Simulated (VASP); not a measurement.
# Si (Imma) in VASP: notebook

Runs on Si. Level: LDA. Tasks: single point.

All numbers are computed with VASP 6.6.1; they aren't measurements. Logs are shortened: lines on timing, memory, paths and dates and some standing lists are left out, and cuts for length are marked.

## Step 1: The cell of the first run

The structure is orthorhombic, space group Imma (No. 74). Conventional cell: a = 4.487 Å, b = 4.721 Å, c = 2.541 Å, α = 90.00°, β = 90.00°, γ = 90.00°. Within 3.1 Å of Si (site symmetry mm2) lie 8 Si at 2.38 to 2.73 Å.

## Step 2: Single point, LDA (volume scaled by 0.99)

INCAR reads:

```
SYSTEM = Si
ALGO     = Normal         ! electronic algorithm
EDIFF    = 1E-6           ! SCF threshold, eV
ENCUT    = 520            ! plane-wave cutoff, eV
GGA      = CA             ! functional
ISIF     = 2              ! what is computed and relaxed
ISMEAR   = -1             ! smearing method
LASPH    = .TRUE.         ! aspherical terms in the spheres
LCHARG   = .TRUE.         ! write CHGCAR
LELF     = .TRUE.         ! ELF
LREAL    = .FALSE.        ! projectors in reciprocal space
LVHAR    = .TRUE.       
LWAVE    = .FALSE.        ! write WAVECAR
NBANDS   = 11             ! bands
NELM     = 100            ! most SCF steps
PREC     = Accurate       ! precision mode
SIGMA    = 0.05           ! smearing width, eV
```

KPOINTS reads:

```
k-points
0
G
  16 16 16
  0 0 0
```

POSCAR reads:

```
Si
1.0
   -2.2434715157      2.3605785361      1.2707357541
    2.2434715157     -2.3605785361      1.2707357541
    2.2434715157      2.3605785361     -1.2707357541
Si
2
Direct
    0.8070000000      0.5570000000      0.2500000000
    0.1930000000      0.4430000000      0.7500000000
```

Potentials or basis: VASP PAW LDA potentials, release 64 (Si).

Launch:

```
> cat potpaw_LDA.64/Si/POTCAR > POTCAR
> mpirun -np 1 vasp_std > vasp.out
```

OUTCAR:

```text
SYSTEM = Si
   EDIFF = 1E-6
   ENCUT = 520
   GGA = CA
   ISIF = 2
   ISMEAR = -1
   LASPH = .TRUE.
   LREAL = .FALSE.
   NELM = 100
   PREC = Accurate

 ion  position               nearest neighbor table
   1  0.807  0.557  0.250-   2 2.38   2 2.38   2 2.45   2 2.45   2 2.73   2 2.73
   2  0.193  0.443  0.750-   1 2.38   1 2.38   1 2.45   1 2.45   1 2.73   1 2.73

  LATTYP: Found a body centered orthorhombic cell.
 ALAT       =     2.5414715082
 B/A-ratio  =     1.7654901961
 C/A-ratio  =     1.8576470588

  Lattice vectors:

 A1 = (   2.2434715157,  -2.3605785361,   1.2707357541)
 A2 = (  -2.2434715157,  -2.3605785361,  -1.2707357541)
 A3 = (   2.2434715157,   2.3605785361,  -1.2707357541)

Analysis of symmetry for initial positions (statically):
=====================================================================
 Subroutine PRICEL returns:
 Original cell was already a primitive cell.

 Routine SETGRP: Setting up the symmetry group for a
 body centered orthorhombic supercell.

 Subroutine GETGRP returns: Found  8 space group operations
 (whereof  4 operations were pure point group operations)
 out of a pool of  8 trial point group operations.

The static configuration has the point symmetry C_2h.
 The point group associated with its full space group is D_2h.

Analysis of symmetry for dynamics (positions and initial velocities):
=====================================================================
 Subroutine PRICEL returns:
 Original cell was already a primitive cell.

 Routine SETGRP: Setting up the symmetry group for a
 body centered orthorhombic supercell.

 Subroutine GETGRP returns: Found  8 space group operations
 (whereof  4 operations were pure point group operations)
 out of a pool of  8 trial point group operations.

The dynamic configuration has the point symmetry C_2h.
 The point group associated with its full space group is D_2h.

 Subroutine INISYM returns: Found  8 space group operations
 (whereof  4 operations are pure point group operations),
 and found     1 'primitive' translations

----------------------------------------------------------------------------------------

                                     Primitive cell

  volume of cell :      26.9187

  direct lattice vectors                    reciprocal lattice vectors
    -2.243471516  2.360578536  1.270735754     0.000000000  0.211812483  0.393472835
     2.243471516 -2.360578536  1.270735754     0.222868887  0.000000000  0.393472835
     2.243471516  2.360578536 -1.270735754     0.222868887  0.211812483  0.000000000

  length of vectors
     3.495749537  3.495749537  3.495749537     0.446861723  0.452207268  0.307465557

  position of ions in fractional coordinates (direct lattice)
     0.807000000  0.557000000  0.250000000
     0.193000000  0.443000000  0.750000000

  ion indices of the primitive-cell ions
   primitive index   ion index
                 1           1
                 2           2

----------------------------------------------------------------------------------------

 KPOINTS: k-points

Automatic generation of k-mesh.
 Grid dimensions read from file:
 generate k-points for:   16   16   16

 Generating k-lattice:

  Cartesian coordinates                     Fractional coordinates (reciprocal lattice)
     0.000000000  0.013238280  0.024592052     0.062500000  0.000000000 -0.000000000
     0.013929305  0.000000000  0.024592052     0.000000000  0.062500000 -0.000000000
     0.013929305  0.013238280  0.000000000     0.000000000  0.000000000  0.062500000

  Length of vectors
     0.027928858  0.028262954  0.019216597

  Shift w.r.t. Gamma in fractional coordinates (k-lattice)
     0.000000000  0.000000000  0.000000000

 Subroutine IBZKPT returns following result:
 ===========================================

 Found    621 irreducible k-points:

 Following reciprocal coordinates:
            Coordinates               Weight
  0.000000  0.000000  0.000000      1.000000
  0.062500 -0.000000  0.000000      4.000000
  0.125000 -0.000000  0.000000      4.000000
  0.187500 -0.000000  0.000000      4.000000
  0.250000 -0.000000  0.000000      4.000000
  0.312500  0.000000  0.000000      4.000000
[... 16 lines left out ...]
 -0.187500  0.062500 -0.000000      8.000000
 -0.125000  0.062500 -0.000000      8.000000
 [... further k-points ...]
   k-points           NKPTS =    621   k-points in BZ     NKDIM =    621   number of bands    NBANDS=     11
   number of dos      NEDOS =    301   number of ions     NIONS =      2
   total plane-waves  NPLWV =  21952
   dimension x,y,z NGX =    28 NGY =   28 NGZ =   28
   dimension x,y,z NGXF=    56 NGYF=   56 NGZF=   56
   ions per type =               2
   NGX,Y,Z   is equivalent  to a cutoff of  13.32, 13.32, 13.32 a.u.
   NGXF,Y,Z  is equivalent  to a cutoff of  26.63, 26.63, 26.63 a.u.
 SYSTEM =  Si
   PREC   = accura    normal or accurate (medium, high low for compatibility)
   ISTART =      0    job   : 0-new  1-cont  2-samecut
   ICHARG =      2    charge: 1-file 2-atom 10-const
   ISPIN  =      1    spin polarized calculation?
   LNONCOLLINEAR =      F non collinear calculations
   LSORBIT =      F    spin-orbit coupling
   LASPH  =      T    aspherical Exc in radial PAW
   ENCUT  =  520.0 eV  38.22 Ry    6.18 a.u.   6.50  6.50  6.50*2*pi/ulx,y,z
   NELM   =    100;   NELMIN=  2; NELMDL= -5     # of ELM steps
   EDIFF  = 0.1E-05   stopping-criterion for ELM
   LREAL  =      F    real-space projection
   EDIFFG = 0.1E-04   stopping-criterion for IOM
   NSW    =      0    number of steps for IOM
   IBRION =     -1    ionic relax: 0-MD 1-quasi-New 2-CG
   NFREE  =      0    steps in history (QN), initial steepest desc. (CG)
   ISIF   =      2    stress and relaxation
   ISYM   =      2    0-nonsym 1-usesym 2-fastsym
   POTIM  = 0.5000    time-step for ionic-motion
   TEBEG  =    0.0;   TEEND  =   0.0 temperature during run
   PSTRESS=    0.0 pullay stress
   NELECT =       8.0000    total number of electrons
   NUPDOWN=      -1.0000    fix difference up-down
   EMIN   =  10.00;   EMAX   =-10.00  energy-range for DOS
   EFERMI =   0.00;   METHOD = LEGACY
   ISMEAR =    -1;   SIGMA  =   0.05  broadening in eV -4-tet -1-fermi 0-gaus
   EFERMI_NEDOS =   21; number of points for ismear=-14 and -15
   IALGO  =     38    algorithm
   IMIX   =      4    mixing-type and parameters
     AMIX     =   0.40;   BMIX     =  1.00
     AMIX_MAG =   1.60;   BMIX_MAG =  1.00
  volume/ion in A,a.u.               =      13.46        90.83
  Fermi-wavevector in a.u.,A,eV,Ry     =   1.092497  2.064519 16.239216  1.193549
  Thomas-Fermi vector in A             =   2.228763
   LORBIT       =      0    0 simple, 1 ext, 2 COOP (PROOUT), +10 PAW based schemes
   GGA     = CA    functional components
   LHFCALC =     F    Hartree Fock is set to
   AEXX    =    0.0000 exact exchange contribution
   IVDW    =     0    specifies the selected vdW correction
   LEPSILON=     F    determine dielectric tensor
   LRPA    =     F    only Hartree local field effects (RPA)
 non-spin polarized calculation
  energy-cutoff  :      520.00
  volume of cell :       26.92
 maximum number of plane-waves:       753
 NGX is ok and might be reduce to    28
   NGX = 13   NGY = 13   NGZ = 13

 number of electron       8.0000000 magnetization

 Free energy of the ion-electron system (eV)
  ---------------------------------------------------
  ext. energy  EPLUGINS =         0.00000000
  ---------------------------------------------------
  free energy    TOTEN  =       -11.39850574 eV

  energy without entropy =      -11.39245202  energy(sigma->0) =      -11.39547888

 E-fermi :  10.7976     XC(G=0): -11.4946

 val. band max:       10.7855119925   @ k =   0.5000   0.4375   0.0000
 cond. band min:      10.8025865048   @ k =   0.5000  -0.3125   0.1875
 fundamental gap:      0.0170745123
 Fermi energy:        10.7976458787

 k-point     1 :       0.0000    0.0000    0.0000
  band No.  band energies     occupation
      1      -4.0477      2.00000
      2       7.8242      2.00000
      3       8.3178      2.00000
      4       9.1431      2.00000
      5      11.8857      0.00000
      6      18.5958      0.00000
      7      19.9410      0.00000
      8      20.8046      0.00000
      9      21.3888      0.00000
     10      21.5308      0.00000
     11      22.8439      0.00000

 k-point     2 :       0.0625   -0.0000    0.0000
  band No.  band energies     occupation
      1      -3.9353      2.00000
      2       7.7812      2.00000
      3       7.9832      2.00000
      4       9.6550      2.00000
      5      12.1425      0.00000
      6      17.7906      0.00000
      7      19.3141      0.00000
      8      20.2426      0.00000
      9      20.8283      0.00000
     10      21.4055      0.00000
     11      22.9746      0.00000

 k-point     3 :       0.1250   -0.0000    0.0000
  band No.  band energies     occupation
      1      -3.5984      2.00000
      2       7.5898      2.00000
      3       7.7040      2.00000
      4      10.5457      1.98712
      5      12.8587      0.00000
      6      16.4981      0.00000
      7      17.0797      0.00000
      8      19.3136      0.00000
      9      19.3326      0.00000
     10      20.7495      0.00000
     11      22.7261      0.00000

 k-point     4 :       0.1875   -0.0000    0.0000
  band No.  band energies     occupation
      1      -3.0384      2.00000
      2       7.3642      2.00000
      3       7.6855      2.00000
      4      11.3513      0.00003
      5      13.9293      0.00000
      6      14.9437      0.00000
      7      15.1717      0.00000
      8      17.5108      0.00000
      9      18.1741      0.00000
     10      19.5157      0.00000
     11      23.6939      0.00000
[... 239 lines left out ...]
 k-point    22 :      -0.2500    0.0625   -0.0000
  band No.  band energies     occupation
      1      -2.8359      2.00000
      2       6.2144      2.00000
      3       7.8348      2.00000
      4      11.7118      0.00000
      5      14.3429      0.00000
      6      14.5307      0.00000
      7      15.3192      0.00000
      8      17.2649      0.00000
      9      18.3013      0.00000
     10      20.2832      0.00000
     11      22.9239      0.00000

 k-point    23 :      -0.1875    0.0625   -0.0000
  band No.  band energies     occupation
      1      -3.4453      2.00000
      2       6.3679      2.00000
      3       7.8937      2.00000
      4      11.1289      0.00265
      5      13.7510      0.00000
      6      15.5986      0.00000
      7      16.7265      0.00000
      8      18.7843      0.00000
      9      19.7430      0.00000
     10      21.3106      0.00000
     11      22.6842      0.00000

 k-point    24 :      -0.1250    0.0625   -0.0000
  band No.  band energies     occupation
      1      -3.8321      2.00000
      2       6.6986      2.00000
      3       8.0485      2.00000
      4      10.2969      1.99991
      5      12.8580      0.00000
      6      16.7650      0.00000
      7      19.0080      0.00000
      8      20.2277      0.00000
      9      20.7809      0.00000
     10      21.8429      0.00000
     11      23.2991      0.00000

 [... further k-points ...]
[... 5 lines left out ...]
  --------------------------------------------------------------------------------------
  -------------------------------------------------------------------------------------
  Total        1.9709855      2.4005639      1.9971380      0.0000000     -0.0000000      0.0000000
  in kB      117.3112732    142.8793912    118.8678515      0.0000000     -0.0000000      0.0000000
  external PRESSURE =     126.3528386 kB  Pullay stress =       0.0000000 kB

 VOLUME and BASIS-vectors are now :
 -----------------------------------------------------------------------------
  energy-cutoff  :      520.00
  volume of cell :       26.92
      direct lattice vectors                 reciprocal lattice vectors
    -2.243471516  2.360578536  1.270735754     0.000000000  0.211812483  0.393472835
     2.243471516 -2.360578536  1.270735754     0.222868887  0.000000000  0.393472835
     2.243471516  2.360578536 -1.270735754     0.222868887  0.211812483  0.000000000

 POSITION                                       TOTAL-FORCE (eV/Angst)
 -----------------------------------------------------------------------------------
      0.00000      1.18029      1.41560        -0.000000     -0.000000      0.006029
      2.24347      1.18029     -0.14486         0.000000      0.000000     -0.006029
 -----------------------------------------------------------------------------------
    total drift:                                0.000000     -0.000000     -0.000000

  FREE ENERGIE OF THE ION-ELECTRON SYSTEM (eV)
  ---------------------------------------------------
  free  energy   TOTEN  =       -11.3985057431 eV

  energy  without entropy=      -11.3924520193  energy(sigma->0) =      -11.39547888
```

Wall time 2.5 min (1 thread of AMD EPYC 9R45 (Zen 5), shared host); peak memory 0.21 GiB.

What came out:

- Free energy: -11.3985 eV
- Pressure: 12.6 GPa
- Largest force: 0.006 eV/Å
- Band gap on the k mesh: zero (band 4 reaches 13.78 eV, above the bottom of band 5 at 6.33 eV)

Forces on the atoms (eV/Å):
```
Si   0.000  0.000  0.006
Si   0.000  0.000 -0.006
```

Stress tensor (GPa, compression positive):
```
11.73  0.00  0.00
 0.00 14.29  0.00
 0.00  0.00 11.89
```

## Step 3: Single point, LDA (volume scaled by 1.02)

INCAR reads:

```
SYSTEM = Si
PREC     = Accurate       ! precision mode
ENCUT    = 520            ! plane-wave cutoff, eV
EDIFF    = 1E-6           ! SCF threshold, eV
ISMEAR   = -1             ! smearing method
SIGMA    = 0.05           ! smearing width, eV
LREAL    = .FALSE.        ! projectors in reciprocal space
LASPH    = .TRUE.         ! aspherical terms in the spheres
NELM     = 80             ! most SCF steps
ALGO     = Normal         ! electronic algorithm
ISIF     = 2              ! what is computed and relaxed
LWAVE    = .FALSE.        ! write WAVECAR
LCHARG   = .FALSE.        ! write CHGCAR
GGA      = CA             ! functional
NBANDS   = 11             ! bands
```

KPOINTS reads:

```
Automatic mesh
0
G
  16 16 16
  0 0 0
```

POSCAR reads:

```
Si
1.0
   -2.2659077192      2.3841858876      1.2834439547
    2.2659077192     -2.3841858876      1.2834439547
    2.2659077192      2.3841858876     -1.2834439547
Si
2
Direct
    0.8070000000      0.5570000000      0.2500000000
    0.1930000000      0.4430000000      0.7500000000
```

Potentials or basis: VASP PAW LDA potentials, release 64 (Si).

Launch:

```
> cat potpaw_LDA.64/Si/POTCAR > POTCAR
> mpirun -np 1 vasp_std > vasp.out
```

Wall time 2.4 min (1 thread of AMD EPYC 9R45 (Zen 5), shared host); peak memory 0.21 GiB.

The run converged. Its results:

```yaml
Free_energy: -11.4504 eV
Pressure: 7.8 GPa
Largest_force: 0.032 eV/Å
Band_gap_on_the_k_mesh: zero (band 4 reaches 13.31 eV, above the bottom of band 5 at 6.07 eV)
```

Forces in eV/Å, atoms in the order of the input:
```
Si   0.000  0.000  0.032
Si   0.000  0.000 -0.032
```

Stress tensor (GPa, compression positive):
```
7.14 0.00 0.00
0.00 9.00 0.00
0.00 0.00 7.38
```

Levels at points of the mesh, in eV from the Fermi level:
```
           k point  band 1  band 2  band 3  band 4  band 5  band 6  band 7  band 8  band 9
(0.00, 0.00, 0.00)  -14.56   -2.90   -2.42   -1.76    1.23    7.75    8.91    9.77   10.28
(0.50, 0.00, 0.00)   -7.83   -7.49   -1.77   -1.33   -1.30    0.14    4.74    5.12   10.01
(0.00, 0.50, 0.00)   -7.80   -7.13   -2.75   -2.15   -1.50    1.21    5.07    6.24    9.24
(0.50, 0.50, 0.00)  -11.27  -11.27    0.17    0.17    2.89    2.89    8.50    8.50   10.33
(0.50, 0.50, 0.50)   -9.11   -8.09   -7.49   -7.22    5.63    6.51   13.78   14.34   14.49
```

## Step 4: Single point, LDA (volume scaled by 1.06)

INCAR reads:

```
ALGO = Normal
EDIFF = 1E-7
ENCUT = 520
ISIF = 2
ISMEAR = -1
LASPH = T
LCHARG = F
LREAL = F
LWAVE = F
NBANDS = 11
NELM = 100
PREC = Accurate
SIGMA = 0.05
```

KPOINTS reads:

```
k-points
0
Gamma
  16 16 16
```

POSCAR reads:

```
Si
1.0
   -2.2951484633      2.4149529699      1.3000063486
    2.2951484633     -2.4149529699      1.3000063486
    2.2951484633      2.4149529699     -1.3000063486
Si
2
Direct
    0.8070000000      0.5570000000      0.2500000000
    0.1930000000      0.4430000000      0.7500000000
```

Launch:

```
> cat potpaw_LDA.64/Si/POTCAR > POTCAR
> mpirun -np 1 vasp_std > vasp.out
```

Run time: 2.3 min. Hardware: 1 thread of AMD EPYC 9R45 (Zen 5), shared host; peak memory 0.22 GiB.

It converged, with:

| Property | Result |
| --- | --- |
| Free energy | -11.4850 eV |
| Pressure | 2.5 GPa |
| Largest force | 0.061 eV/Å |
| Band gap on the k mesh | zero (band 4 reaches 12.72 eV, above the bottom of band 5 at 5.71 eV) |

Forces on the atoms (eV/Å):
```
Si   0.000  0.000  0.061
Si   0.000  0.000 -0.061
```

Stress tensor (GPa, compression positive):
```
1.97 0.00 0.00
0.00 3.15 0.00
0.00 0.00 2.33
```

Levels at points of the mesh, in eV from the Fermi level:
| k point | band 1 | band 2 | band 3 | band 4 | band 5 | band 6 | band 7 | band 8 |
| --- | --- | --- | --- | --- | --- | --- | --- | --- |
| (0.00, 0.00, 0.00) | -14.21 | -2.80 | -2.34 | -1.89 | 1.40 | 7.69 | 8.62 | 9.48 |
| (0.50, 0.00, 0.00) | -7.69 | -7.29 | -1.74 | -1.37 | -1.22 | 0.25 | 4.56 | 4.99 |
| (0.00, 0.50, 0.00) | -7.69 | -6.89 | -2.66 | -2.08 | -1.62 | 1.37 | 4.89 | 6.20 |
| (0.50, 0.50, 0.00) | -11.00 | -11.00 | 0.20 | 0.20 | 2.81 | 2.81 | 8.23 | 8.23 |
| (0.50, 0.50, 0.50) | -8.95 | -7.98 | -7.22 | -6.95 | 5.46 | 6.46 | 13.24 | 13.74 |

## Step 5: Summary

| cell | gap on the mesh (eV) | pressure (GPa) | largest force (eV/Å) |
| --- | --- | --- | --- |
| a = 3.496 Å, angles 100.2, 95.0, 137.4°, 2 atoms | none | 12.6 | 0.01 |
| a = 3.531 Å, angles 100.2, 95.0, 137.4°, 2 atoms | none | 7.8 | 0.03 |
| a = 3.576 Å, angles 100.2, 95.0, 137.4°, 2 atoms | none | 2.5 | 0.06 |

Alike in all rows: task single point; level LDA; potentials or basis VASP PAW LDA potentials, release 64 (Si); no spin polarisation; k mesh 16 × 16 × 16; cutoff (eV) 520; smearing fermi-dirac 0.05 eV.

Total energies depend on the potentials used, so only differences within one code and one set of settings carry meaning.
